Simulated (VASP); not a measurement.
**Si: single point with LDA**

The system is Si.

```
Si
1.0
     0.00000    2.70097    2.70097
     2.70097    0.00000    2.70097
     2.70097    2.70097    0.00000
Si
2
Cartesian
  -0.6752 -0.6752 -0.6752
  0.6752 0.6752 0.6752
```

```
Program                : VASP 6.6.1
Task                   : single point
Functional             : LDA
Potentials or basis    : VASP PAW LDA potentials, release 64 (Si)
Cutoff                 : 520 eV
k mesh                 : 11 × 11 × 11
Occupations            : fermi-dirac, width 0.02 eV
Spin                   : no spin polarisation
Dipole correction      : no
Further INCAR settings : ALGO = Normal; EDIFF = 1e-07; NBANDS = 11
```

```yaml
Pressure: 0.0 GPa
Band_gap_on_the_k_mesh: 0.46 eV (least direct gap 2.53 eV)
```

Levels at points of the mesh, in eV from the valence-band top:
| k point | band 2 | band 3 | band 4 | band 5 | band 6 | band 7 |
| --- | --- | --- | --- | --- | --- | --- |
| (0.00, 0.00, 0.00) | 0.00 | 0.00 | 0.00 | 2.53 | 2.53 | 2.53 |

Run time: 24 s on 1 thread of Intel Xeon 8259CL (shared host), peak memory 0.14 GiB.

Caveat: an odd mesh through Γ misses points on the zone boundary, where band edges can lie.
